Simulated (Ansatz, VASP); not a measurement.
## NaP6 in VASP and in Ansatz

```xyz
7
Lattice="0.0000 4.5504 4.5504 4.5504 0.0000 4.5504 4.5504 4.5504 0.0000" Properties=species:S:1:pos:R:3 pbc="T T T"
Na    0.0000    0.0000    0.0000
P     2.8771    4.5504    4.5504
P     6.2237    4.5504    4.5504
P     4.5504    2.8771    4.5504
P     4.5504    6.2237    4.5504
P     4.5504    4.5504    2.8771
P     4.5504    4.5504    6.2237
```

Change from the starting cell: ordered vacancies on the cation sites of rhenium trioxide (Fm-3m, No. 225).

Alike in both runs: functional PBE; k mesh 8 × 8 × 8; occupations gaussian, width 0.1 eV; no spin polarisation.

Ansatz relaxed the structure, and its values are those at the end. VASP's run is a single point on that final structure, the one shown.

```csv
,VASP,Ansatz
version,VASP 6.6.1,Ansatz 0.2.0
potentials or method,"VASP PAW PBE potentials, release 64 (Na_pv, P), cutoff 520 eV","scalar-relativistic, plane waves, PAW"
valence electrons in the cell,37,39
```

|  | VASP | Ansatz | Ansatz less VASP |
| --- | --- | --- | --- |
| gap on the k mesh at the Fermi level (eV) | none | none | - |
| pressure (GPa) | -0.3 | 0.0 | +0.25 |
| rms of the force components (eV/Å) | 0.045 | 0.003 | -0.0426 |

A gap of «none» marks a metal or a gap that the smearing closes. VASP's potentials hold 37 valence electrons a cell and Ansatz's 39, so a difference there can come from the potentials and not from the codes.
